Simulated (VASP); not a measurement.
A run of VASP 6.6.1:

Contents of INCAR:

```
  PREC = Accurate
  ENCUT = 520
  EDIFF = 1E-6
  ISMEAR = 1
  SIGMA = 0.1
  LREAL = False
  LASPH = True
  NELM = 100
  ALGO = Normal
  ISIF = 2
  LWAVE = False
  LCHARG = False
  GGA = PE
  NBANDS = 16
```

File KPOINTS:

```
regular mesh
0
Gamma
  7 7 7
```

Contents of POSCAR:

```
GaAs
1.0
    0.0000000000      2.8268500000      2.8268500000
    2.8268500000      0.0000000000      2.8268500000
    2.8268500000      2.8268500000      0.0000000000
As Ga
1 1
Direct
    0.7500000000      0.7500000000      0.7500000000
    0.0000000000      0.0000000000      0.0000000000
```

Potentials or basis: VASP PAW PBE potentials, release 64 (As, Ga_d).

Run with:

```sh
$ cat potpaw_PBE.64/As/POTCAR potpaw_PBE.64/Ga_d/POTCAR > POTCAR
$ mpirun -np 1 vasp_std > vasp.out
```

Hardware: 1 thread of Intel(R) Xeon(R) 6975P-C (Granite Rapids), with other jobs on the host.

Estimate the wall time of this run.

Wall time 7.1 s on 1 thread of Intel(R) Xeon(R) 6975P-C (Granite Rapids), on a shared host, peak memory 0.16 GiB. Counts: scf iterations 12, k points 20.
